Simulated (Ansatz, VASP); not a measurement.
**One calculation of Al2Cu, two programs**

The input INCAR:

```
SYSTEM = Al2Cu
PREC = Accurate
ENCUT = 520
EDIFF = 1E-6
ISMEAR = 0
SIGMA = 0.15
LREAL = .False.
LASPH = .True.
NELM = 80
ALGO = Fast
ISIF = 2
LWAVE = .False.
LCHARG = .True.
GGA = PE
LELF = .True.
LVHAR = .True.
NBANDS = 16
```

KPOINTS

```
Automatic mesh
0
Gamma
  10 10 14
  0 0 0
```

POSCAR

```
Al2Cu
1.0
    4.2860091319      0.0000000000      0.0000000000
    0.0000000000      4.2860091319      0.0000000000
    0.0000000000      0.0000000000      2.8847334069
Al Cu
2 1
Direct
    0.5000000000      0.0058614588      0.5000000000
    0.0000000000      0.4741577779      0.5000000000
    0.0000000000      0.0084838028      0.0000000000
```

Input for Ansatz:

```yaml
crystal:
  lattice:
    - [4.2860091319, 0.0, 0.0]
    - [0.0, 4.2860091319, 0.0]
    - [0.0, 0.0, 2.8847334069]
  atoms:
    - { symbol: Al, position: [0.5, 0.0058614588, 0.5] }
    - { symbol: Al, position: [0.0, 0.4741577779, 0.5] }
    - { symbol: Cu, position: [0.0, 0.0084838028, 0.0] }
basis:
  ecutwfc: 520.0
kpoints:
  mp_grid: { grid: [10, 10, 14] }
hamiltonian:
  xc: pbe
  pseudopotentials: { kind: paw, azcp: { folder: soft_1 } }
scf:
  occupations: { method: gaussian, width: 0.15 }
output:
  forces: true
  stress: true
  eigenvalues: true
```

Change from the starting cell: mode 9 frozen in at -0.106 Å, equal normal strain along x and y +0.0400.

Alike in both runs: task single point; functional PBE; k mesh 10 × 10 × 14; occupations gaussian, width 0.15 eV; no spin polarisation.

|  | VASP | Ansatz |
| --- | --- | --- |
| version | VASP 6.6.1 | Ansatz 0.2.0 |
| potentials or method | VASP PAW PBE potentials, release 64 (Al, Cu), cutoff 520 eV | scalar-relativistic, plane waves, PAW |
| valence electrons in the cell | 17 | 25 |

Ansatz gave:

| Property | Result |
| --- | --- |
| gap on the k mesh at the Fermi level (eV) | none |
| pressure (GPa) | -4.8 |
| traceless stress, the component that is largest in VASP (GPa) | 1.06 |
| rms of the force components (eV/Å) | 0.398 |

Task: Which values does VASP return?

Result: gap on the k mesh at the Fermi level (eV): none; pressure (GPa): -4.4; traceless stress, the component that is largest in VASP (GPa): 1.03; rms of the force components (eV/Å): 0.400.

Atom by atom the forces differ by 0.002 eV/Å (rms over components). A gap of «none» marks a metal or a gap that the smearing closes. The functional is the same, so the differences come from potentials, cutoffs and numerics. VASP's potentials hold 17 valence electrons a cell and Ansatz's 25, so a difference there can come from the potentials and not from the codes.
